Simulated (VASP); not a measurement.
Here is a VASP 6.6.1 calculation.

The input POSCAR:

```
CdS
1.0
    0.0373406500      2.9471633446      2.9471633446
    2.9471633446      0.0373406500      2.9471633446
    2.9471633446      2.9471633446      0.0373406500
Cd S
1 1
Direct
    0.0014428210      0.0014428210      0.0014428210
    0.2485571790      0.2485571790      0.2485571790
```

Contents of INCAR.step1:

```
SYSTEM = CdS
PREC = Accurate
ENCUT = 520
ISMEAR = 0
SIGMA = 0.01
LREAL = .False.
LASPH = .True.
NELM = 60
NBANDS = 16
GGA = PE
ALGO = Normal
EDIFF = 1E-4
LWAVE = .True.
LCHARG = .False.
```

The input INCAR.step2:

```
SYSTEM = CdS
PREC = Accurate
ENCUT = 520
EDIFF = 1E-7
ISMEAR = 0
SIGMA = 0.01
LREAL = .False.
LASPH = .True.
NELM = 60
ALGO = Normal
ISIF = 2
LWAVE = .False.
LCHARG = .False.
METAGGA = R2SCAN
LMIXTAU = .True.
NBANDS = 16
ISTART = 1
```

File KPOINTS:

```
Automatic mesh
0
Gamma
  8 8 8
  0 0 0
```

Potentials or basis: VASP PAW PBE potentials, release 64 (Cd, S).

Run with:

```console
$ cat potpaw_PBE.64/Cd/POTCAR potpaw_PBE.64/S/POTCAR > POTCAR
$ cp INCAR.step1 INCAR
$ mpirun -np 1 vasp_std > vasp.out
$ cp INCAR.step2 INCAR
$ mpirun -np 1 vasp_std > vasp.out
```

Task: What does it give for the pressure?

Result: 1.0 GPa.

Task: Estimate the band gap on the k mesh.

Result: 1.53 eV, direct.

Stress tensor (GPa, compression positive):
```
 0.97 -0.33 -0.33
-0.33  0.97 -0.33
-0.33 -0.33  0.97
```

Caveat: the cell differs from its parent crystal (epitaxial 111 strain -1.0%); the PAW data sets were made with another functional, which shifts forces and pressure a little.
